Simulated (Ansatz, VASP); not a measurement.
## Two plane-wave programs on Rb

```xyz
2
Lattice="3.9597 0.0000 0.0000 -1.9799 3.4292 0.0000 0.0000 0.0000 6.4147" Properties=species:S:1:pos:R:3 pbc="T T T"
Rb    0.0000    2.2861    1.6037
Rb    1.9799    1.1431    4.8111
```

Change from the starting cell: volume scaled by 0.5, PAW files.

Alike in both runs: task single point; functional PBEsol; k mesh 10 × 10 × 6; occupations fermi-dirac, width 0.05 eV; no spin polarisation.

|  | VASP | Ansatz |
| --- | --- | --- |
| version | VASP 6.6.1 | Ansatz 0.2.0 |
| potentials or method | VASP PAW PBE potentials, release 64 (Rb_sv) | PAW with Ansatz's default frozen-core files, scalar-relativistic |
| plane-wave cutoff (eV) | 520 | 420 |
| valence electrons in the cell | 18 | 18 |

|  | VASP | Ansatz | Ansatz less VASP |
| --- | --- | --- | --- |
| pressure (GPa) | 6.4 | 6.4 | -0.01 |
| traceless stress, the component that is largest in VASP (GPa) | 0.10 | 0.10 | 0.000 |

VASP's potentials were made for PBE, not for PBEsol.
